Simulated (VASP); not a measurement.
The system is MgS (Niningerite).

```
S Mg
1.0
     0.00000    2.56649    2.56649
     2.56649    0.00000    2.56649
     2.56649    2.56649    0.00000
S Mg
1 1
Direct
  0.50000 0.50000 0.50000
  0.00000 0.00000 0.00000
```

This cell differs from its parent crystal: volume scaled by 0.96.

Program: VASP 6.6.1. Alike in all runs: task single point; no spin polarisation; cell as given; k mesh 9 × 9 × 9; cutoff (eV) 520; smearing fermi-dirac 0.05 eV.

Task: Order these runs on this cell by their pressure, lowest first.
A. level PBE; potentials or basis VASP PAW PBE potentials, release 64 (S, Mg)
B. level LDA; potentials or basis VASP PAW LDA potentials, release 64 (S, Mg)
C. level PBEsol; potentials or basis VASP PAW PBE potentials, release 64 (S, Mg)

Result: B (-0.8 GPa), C (2.2 GPa), A (4.3 GPa).

Caveats: the PAW data sets were made with another functional, which shifts forces and pressure a little (some runs).
